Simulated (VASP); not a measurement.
# BaTiO3 (P1) in VASP: single point with PBEsol

Aim: the single point of BaTiO3 with PBEsol.

Everything below comes from runs of VASP 6.6.1. Logs are shortened: lines on timing, memory, paths and dates and some standing lists are left out, and cuts for length are marked.

**1. The cell of the first run**

The typed cell holds 10 atoms: a = 4.018 Å, b = 5.659 Å, c = 5.659 Å, α = 89.51°, β = 89.87°, γ = 89.87°.

**2. Single point, PBEsol**

Contents of INCAR:

```
PREC = Accurate
ENCUT = 520
EDIFF = 1E-6
ISMEAR = -1
SIGMA = 0.05
LREAL = False
LASPH = True
NELM = 60
ALGO = Normal
ISIF = 2
LWAVE = False
LCHARG = False
GGA = PS
NBANDS = 51
```

Contents of KPOINTS:

```
regular mesh
0
Gamma
  7 5 5
```

Contents of POSCAR:

```
BaTiO3
1.0
    0.0000000000     -2.8370500000     -2.8458000000
   -3.9841000000      2.8370500000     -2.8458000000
    3.9841000000      2.8370500000     -2.8458000000
Ba Ti O
2 2 6
Direct
    0.0148275600      0.5234218200      0.4959489100
    0.9851724400      0.9765781800      0.0040510900
    0.4694877500      0.0034791500      0.4981254400
    0.5147122500      0.4886208500      0.9939745600
    0.4861290400      0.2541884600      0.2805196700
    0.5296709600      0.7537115400      0.7273803300
    0.4350219600      0.8166803800      0.2799618100
    0.5599580400      0.1896096200      0.7263281900
    0.0211442800      0.0015745600      0.5051000400
    0.9914357200      0.4959154400      0.9923899600
```

Potentials or basis: VASP PAW PBE potentials, release 64 (Ba_sv, Ti_sv, O).

Started as:

```bash
$ cat potpaw_PBE.64/Ba_sv/POTCAR potpaw_PBE.64/Ti_sv/POTCAR potpaw_PBE.64/O/POTCAR > POTCAR
$ mpirun -np 1 vasp_std > vasp.out
```

OUTCAR:

```text
PREC = Accurate
   ENCUT = 520
   EDIFF = 1E-6
   ISMEAR = -1
   LREAL = False
   LASPH = True
   NELM = 60
   ISIF = 2
   GGA = PS

 ion  position               nearest neighbor table
   1  0.015  0.523  0.496-   7 2.66   6 2.69   9 2.71   5 2.72   6 2.78  10 2.81  10 2.86   5 2.89
                             8 2.93   9 2.95   7 3.10   8 3.17   3 3.28   3 3.46   4 3.46   4 3.47
   2  0.985  0.977  0.004-   7 2.55   8 2.61  10 2.72   6 2.73   9 2.83   9 2.84   7 2.85  10 2.94
                             6 2.97   5 2.99   5 3.01   8 3.04   4 3.35   3 3.41   4 3.46   3 3.46
   3  0.469  0.003  0.498-   7 1.64   8 1.71   9 1.80   5 1.87   6 1.93   9 2.22   1 3.28   2 3.41
                             1 3.46   2 3.46   2 3.48   1 3.49   2 3.54   1 3.67
   4  0.515  0.489  0.994-  10 1.92   5 2.09  10 2.10   6 2.12   8 2.29   2 3.35   2 3.46   1 3.46
                             1 3.47   1 3.48   2 3.48   1 3.49   2 3.60
   5  0.486  0.254  0.281-   3 1.87   4 2.09   1 2.72   1 2.89   2 2.99   2 3.01
   6  0.530  0.754  0.727-   3 1.93   4 2.12   1 2.69   2 2.73   1 2.78   2 2.97
   7  0.435  0.817  0.280-   3 1.64   2 2.55   1 2.66   2 2.85   1 3.10
   8  0.560  0.190  0.726-   3 1.71   4 2.29   2 2.61   1 2.93   2 3.04   1 3.17
   9  0.021  0.002  0.505-   3 1.80   3 2.22   1 2.71   2 2.83   2 2.84   1 2.95
  10  0.991  0.496  0.992-   4 1.92   4 2.10   2 2.72   1 2.81   1 2.86   2 2.94

  LATTYP: Found a base centered monoclinic cell.
 ALAT       =     8.0367730695
 B/A-ratio  =     0.9914675867
 C/A-ratio  =     0.5000000000
 COS(beta)  =    -0.0030794335

  Lattice vectors:

 A1 = (   3.9841000000,  -2.8370500000,   2.8458000000)
 A2 = (  -3.9841000000,  -2.8370500000,   2.8458000000)
 A3 = (   0.0000000000,  -2.8370500000,  -2.8458000000)

Analysis of symmetry for initial positions (statically):
=====================================================================
 Subroutine PRICEL returns:
 Original cell was already a primitive cell.

 Routine SETGRP: Setting up the symmetry group for a
 base centered monoclinic supercell.

 Subroutine GETGRP returns: Found  1 space group operations
 (whereof  1 operations were pure point group operations)
 out of a pool of  4 trial point group operations.

The static configuration has the point symmetry C_1 .

Analysis of symmetry for dynamics (positions and initial velocities):
=====================================================================
 Subroutine PRICEL returns:
 Original cell was already a primitive cell.

 Routine SETGRP: Setting up the symmetry group for a
 base centered monoclinic supercell.

 Subroutine GETGRP returns: Found  1 space group operations
 (whereof  1 operations were pure point group operations)
 out of a pool of  4 trial point group operations.

The dynamic configuration has the point symmetry C_1 .

 Subroutine INISYM returns: Found  1 space group operations
 (whereof  1 operations are pure point group operations),
 and found     1 'primitive' translations

----------------------------------------------------------------------------------------

                                     Primitive cell

  volume of cell :     128.6653

  direct lattice vectors                    reciprocal lattice vectors
     0.000000000 -2.837050000 -2.845800000     0.000000000 -0.176239404 -0.175697519
    -3.984100000  2.837050000 -2.845800000    -0.125498858  0.088119702 -0.087848760
     3.984100000  2.837050000 -2.845800000     0.125498858  0.088119702 -0.087848760

  length of vectors
     4.018386535  5.658664432  5.658664432     0.248857280  0.176727049  0.176727049

  position of ions in fractional coordinates (direct lattice)
     0.014827560  0.523421820  0.495948910
     0.985172440  0.976578180  0.004051090
     0.469487750  0.003479150  0.498125440
     0.514712250  0.488620850  0.993974560
     0.486129040  0.254188460  0.280519670
     0.529670960  0.753711540  0.727380330
     0.435021960  0.816680380  0.279961810
     0.559958040  0.189609620  0.726328190
     0.021144280  0.001574560  0.505100040
     0.991435720  0.495915440  0.992389960

  ion indices of the primitive-cell ions
   primitive index   ion index
                 1           1
                 2           2
                 3           3
                 4           4
                 5           5
                 6           6
                 7           7
                 8           8
                 9           9
                10          10

----------------------------------------------------------------------------------------

 KPOINTS: regular mesh

Automatic generation of k-mesh.
 Grid dimensions read from file:
 generate k-points for:    7    5    5

 Generating k-lattice:

  Cartesian coordinates                     Fractional coordinates (reciprocal lattice)
     0.000000000 -0.025177058 -0.025099646     0.142857143  0.000000000  0.000000000
    -0.025099772  0.017623940 -0.017569752    -0.000000000  0.200000000  0.000000000
     0.025099772  0.017623940 -0.017569752    -0.000000000  0.000000000  0.200000000

  Length of vectors
     0.035551040  0.035345410  0.035345410

  Shift w.r.t. Gamma in fractional coordinates (k-lattice)
     0.000000000  0.000000000  0.000000000

 Subroutine IBZKPT returns following result:
 ===========================================

 Found     88 irreducible k-points:

 Following reciprocal coordinates:
            Coordinates               Weight
  0.000000  0.000000  0.000000      1.000000
  0.142857  0.000000  0.000000      2.000000
  0.285714  0.000000  0.000000      2.000000
  0.428571 -0.000000 -0.000000      2.000000
  0.000000  0.200000 -0.000000      2.000000
 -0.000000  0.000000 -0.200000      2.000000
[... 16 lines left out ...]
  0.285714  0.400000  0.000000      2.000000
 -0.285714 -0.000000 -0.400000      2.000000
 [... further k-points ...]
   k-points           NKPTS =     88   k-points in BZ     NKDIM =     88   number of bands    NBANDS=     51
   number of dos      NEDOS =    301   number of ions     NIONS =     10
   total plane-waves  NPLWV =  52920
   dimension x,y,z NGX =    30 NGY =   42 NGZ =   42
   dimension x,y,z NGXF=    60 NGYF=   84 NGZF=   84
   ions per type =               2   2   6
   NGX,Y,Z   is equivalent  to a cutoff of  12.41, 12.34, 12.34 a.u.
   NGXF,Y,Z  is equivalent  to a cutoff of  24.82, 24.68, 24.68 a.u.
 SYSTEM =  unknown system
   PREC   = accura    normal or accurate (medium, high low for compatibility)
   ISTART =      0    job   : 0-new  1-cont  2-samecut
   ICHARG =      2    charge: 1-file 2-atom 10-const
   ISPIN  =      1    spin polarized calculation?
   LNONCOLLINEAR =      F non collinear calculations
   LSORBIT =      F    spin-orbit coupling
   LASPH  =      T    aspherical Exc in radial PAW
   ENCUT  =  520.0 eV  38.22 Ry    6.18 a.u.   7.47 10.52 10.52*2*pi/ulx,y,z
   NELM   =     60;   NELMIN=  2; NELMDL= -5     # of ELM steps
   EDIFF  = 0.1E-05   stopping-criterion for ELM
   LREAL  =      F    real-space projection
   EDIFFG = 0.1E-04   stopping-criterion for IOM
   NSW    =      0    number of steps for IOM
   IBRION =     -1    ionic relax: 0-MD 1-quasi-New 2-CG
   NFREE  =      0    steps in history (QN), initial steepest desc. (CG)
   ISIF   =      2    stress and relaxation
   ISYM   =      2    0-nonsym 1-usesym 2-fastsym
   POTIM  = 0.5000    time-step for ionic-motion
   TEBEG  =    0.0;   TEEND  =   0.0 temperature during run
   PSTRESS=    0.0 pullay stress
   NELECT =      80.0000    total number of electrons
   NUPDOWN=      -1.0000    fix difference up-down
   EMIN   =  10.00;   EMAX   =-10.00  energy-range for DOS
   EFERMI =   0.00;   METHOD = LEGACY
   ISMEAR =    -1;   SIGMA  =   0.05  broadening in eV -4-tet -1-fermi 0-gaus
   EFERMI_NEDOS =   21; number of points for ismear=-14 and -15
   IALGO  =     38    algorithm
   IMIX   =      4    mixing-type and parameters
     AMIX     =   0.40;   BMIX     =  1.00
     AMIX_MAG =   1.60;   BMIX_MAG =  1.00
  volume/ion in A,a.u.               =      12.87        86.83
  Fermi-wavevector in a.u.,A,eV,Ry     =   1.397283  2.640482 26.564002  1.952399
  Thomas-Fermi vector in A             =   2.520554
   LORBIT       =      0    0 simple, 1 ext, 2 COOP (PROOUT), +10 PAW based schemes
   GGA     = PS    functional components
   LHFCALC =     F    Hartree Fock is set to
   AEXX    =    0.0000 exact exchange contribution
   IVDW    =     0    specifies the selected vdW correction
   LEPSILON=     F    determine dielectric tensor
   LRPA    =     F    only Hartree local field effects (RPA)
 non-spin polarized calculation
  energy-cutoff  :      520.00
  volume of cell :      128.67
 maximum number of plane-waves:      3483
 NGX is ok and might be reduce to    30
   NGX = 15   NGY = 21   NGZ = 21

 number of electron      80.0000008 magnetization

 Free energy of the ion-electron system (eV)
  ---------------------------------------------------
  ext. energy  EPLUGINS =         0.00000000
  ---------------------------------------------------
  free energy    TOTEN  =       -79.60172169 eV

  energy without entropy =      -79.60142317  energy(sigma->0) =      -79.60157243

 E-fermi :   4.6079     XC(G=0): -11.4462

 val. band max:        4.2927008041   @ k =   0.4286   0.2000   0.0000
 cond. band min:       4.8212631084   @ k =   0.0000   0.0000   0.0000
 fundamental gap:      0.5285623043
 Fermi energy:         4.6079305840

 k-point     1 :       0.0000    0.0000    0.0000
  band No.  band energies     occupation
      1     -53.4927      2.00000
      2     -50.9027      2.00000
      3     -29.8652      2.00000
      4     -29.8006      2.00000
      5     -29.6917      2.00000
      6     -28.0666      2.00000
[... 43 lines left out ...]
     50       9.2879      0.00000
     51       9.9048      0.00000
[... 1240 lines left out ...]
     50      10.8250      0.00000
     51      10.9427      0.00000

 [... further k-points ...]

------------------------ aborting loop because EDIFF is reached ----------------------------------------

  FORCE on cell =-STRESS in cart. coord.  units (eV):
  Direction    XX          YY          ZZ          XY          YZ          ZX
  --------------------------------------------------------------------------------------
  -------------------------------------------------------------------------------------
  Total        4.0155065     11.6627242     15.8615530     -0.4554172     -8.2673259     -1.5034920
  in kB       50.0022250    145.2275466    197.5125533     -5.6709840   -102.9470849    -18.7219082
  external PRESSURE =     130.9141083 kB  Pullay stress =       0.0000000 kB

 VOLUME and BASIS-vectors are now :
 -----------------------------------------------------------------------------
  energy-cutoff  :      520.00
  volume of cell :      128.67
      direct lattice vectors                 reciprocal lattice vectors
     0.000000000 -2.837050000 -2.845800000     0.000000000 -0.176239404 -0.175697519
    -3.984100000  2.837050000 -2.845800000    -0.125498858  0.088119702 -0.087848760
     3.984100000  2.837050000 -2.845800000     0.125498858  0.088119702 -0.087848760

 POSITION                                       TOTAL-FORCE (eV/Angst)
 -----------------------------------------------------------------------------------
     -0.10945      2.84994     -2.94312         0.799265     -0.051291      0.728808
     -3.87465     -0.01289     -5.59428        -1.002356      0.336655     -0.411310
      1.97072      0.09112     -2.76353         0.287993      1.924507     -2.023896
      2.01338      2.74593     -5.68394         0.338245     -1.027112      0.631783
      0.10491      0.13782     -2.90510        -5.499727     -0.569001     -0.413761
     -0.10491      2.69923     -5.72223         4.786511      0.218915      0.614352
     -2.13834      1.87705     -4.35881         0.069849     -9.230250      6.626177
      2.13834      1.00993     -4.20010        -0.100276      6.809596     -6.486315
      2.00610      1.37747     -1.50207         0.054675      1.459069      0.837235
      1.97800      1.40964     -7.05685         0.265821      0.128910     -0.103072
 -----------------------------------------------------------------------------------
    total drift:                                0.000737     -0.000624     -0.001332

  FREE ENERGIE OF THE ION-ELECTRON SYSTEM (eV)
  ---------------------------------------------------
  free  energy   TOTEN  =       -79.6017216881 eV

  energy  without entropy=      -79.6014231719  energy(sigma->0) =      -79.60157243
```

Run time: 20 min. Hardware: 1 thread of Intel Xeon 8259CL, shared host; peak memory 0.56 GiB.

Results:

```yaml
Free_energy: -79.6017 eV
Pressure: 13.1 GPa
Largest_force: 11.363 eV/Å
Band_gap_on_the_k_mesh: 0.53 eV (least direct gap 0.70 eV)
```

Forces in eV/Å, atoms in the order of the input:
```
Ba   0.799 -0.051  0.729
Ba  -1.002  0.337 -0.411
Ti   0.288  1.925 -2.024
Ti   0.338 -1.027  0.632
O   -5.500 -0.569 -0.414
O    4.787  0.219  0.614
O    0.070 -9.230  6.626
O   -0.100  6.810 -6.486
O    0.055  1.459  0.837
O    0.266  0.129 -0.103
```

Stress tensor (GPa, compression positive):
```
  5.00  -0.57  -1.87
 -0.57  14.52 -10.29
 -1.87 -10.29  19.75
```

Levels at points of the mesh, in eV from the valence-band top:
```tsv
k point	band 38	band 39	band 40	band 41	band 42	band 43
(0.00, 0.00, 0.00)	-0.63	-0.52	-0.17	0.53	0.96	1.05
```

Caveat: the cell stands under pressure; the PAW data sets were made with another functional, which shifts forces and pressure a little; spin-orbit coupling is left out, which moves the levels of the heavy elements; an odd mesh through Γ misses points on the zone boundary, where band edges can lie.
